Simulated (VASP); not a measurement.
Runs of VASP 6.6.1 on BN. The structure is that of space group P6_3/mmc (No. 194), or close to it. The cells are those of the table. 

```csv
cell,gap on the mesh (eV),pressure (GPa)
"a = 2.501, b = 2.501, c = 6.874 Å, angles 89.3, 90.0, 120.0°, 4 atoms",4.91,0.4
"a = 2.501, b = 2.501, c = 6.875 Å, angles 91.5, 90.0, 120.0°, 4 atoms",4.89,0.3
"a = 2.501, b = 2.501, c = 6.874 Å, angles 89.6, 90.0, 120.0°, 4 atoms",(a),0.4
"a = 2.501, b = 2.501, c = 6.875 Å, angles 88.9, 90.0, 120.0°, 4 atoms",4.90,0.3
```

Alike in all rows: task single point; level r2SCAN; potentials or basis VASP PAW PBE potentials, release 64 (B, N); no spin polarisation; k mesh 12 × 12 × 4; cutoff (eV) 520; smearing gaussian 0.05 eV.

Q: Fill in the values left out.

A: (a) 4.92.

Caveats: the PAW data sets were made with another functional, which shifts forces and pressure a little.

A k mesh can miss the band edges.
